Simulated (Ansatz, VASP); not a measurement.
## CuI: VASP beside Ansatz

```xyz
2
Lattice="3.6614 0.0000 0.0000 0.0000 3.6614 0.0000 0.0000 0.0000 3.6614" Properties=species:S:1:pos:R:3 pbc="T T T"
Cu    0.0000    0.0000    0.0000
I     1.8307    1.8307    1.8307
```

Alike in both runs: task single point; functional PBE; k mesh 8 × 8 × 8; occupations fermi-dirac, width 0.02 eV; no spin polarisation.

|  | VASP | Ansatz |
| --- | --- | --- |
| version | VASP 6.6.1 | Ansatz 0.2.0 |
| potentials or method | VASP PAW PBE potentials, release 64 (Cu, I) | plane waves, PAW |
| plane-wave cutoff (eV) | 520 | 420 |
| valence electrons in the cell | 18 | 36 |

|  | VASP | Ansatz | Ansatz less VASP |
| --- | --- | --- | --- |
| pressure (GPa) | -0.1 | -0.1 | +0.01 |

VASP's potentials hold 18 valence electrons a cell and Ansatz's 36, so a difference there can come from the potentials and not from the codes.

Neither program's run includes spin-orbit coupling.
